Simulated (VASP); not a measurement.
Write the native input for VASP 6.6.1 that does the following.

```
Task                   : single point
Functional             : PBEsol
Potentials or basis    : VASP PAW PBE potentials, release 64 (Pt)
Cutoff                 : 520 eV
k mesh                 : 17 × 17 × 10
Occupations            : fermi-dirac, width 0.05 eV
Spin                   : no spin polarisation
Dipole correction      : no
Further INCAR settings : ALGO = Normal; EDIFF = 1e-06; NBANDS = 17
```

The structure of Pt lies in POSCAR:

```
Pt
1.0
    2.4189432390      0.0000000000      0.0000000000
   -1.2094716195      2.0948662952      0.0000000000
    0.0000000000      0.0000000000      4.0623146439
Pt
2
Direct
    0.3333333333      0.6666666667      0.2500000000
    0.6666666667      0.3333333333      0.7500000000
```

This isn't the form of Pt at room conditions, which is fcc.

The input as run:

INCAR

```
SYSTEM = Pt
ALGO = Normal
EDIFF = 1E-6
ENCUT = 520
GGA = PS
ISIF = 2
ISMEAR = -1
LASPH = .True.
LCHARG = .False.
LREAL = .False.
LWAVE = .False.
NBANDS = 17
NELM = 100
PREC = Accurate
SIGMA = 0.05
```

KPOINTS

```
k-points
0
Gamma
  17 17 10
  0 0 0
```

Potentials or basis: VASP PAW PBE potentials, release 64 (Pt).

Run with:

```console
$ cat potpaw_PBE.64/Pt/POTCAR > POTCAR
$ mpirun -np 1 vasp_std > vasp.out
```

It gave:

* Pressure: 297.7 GPa
* Band gap on the k mesh: zero (bands 10 and 11 overlap by 2.53 eV)

Caveat: the cell stands under pressure; the PAW data sets were made with another functional, which shifts forces and pressure a little; spin-orbit coupling is left out, which moves the levels of the heavy elements.

Wall time 30 s on 1 thread of AMD EPYC 7R13 Processor (Zen 3), with other jobs on the host, peak memory 0.15 GiB.
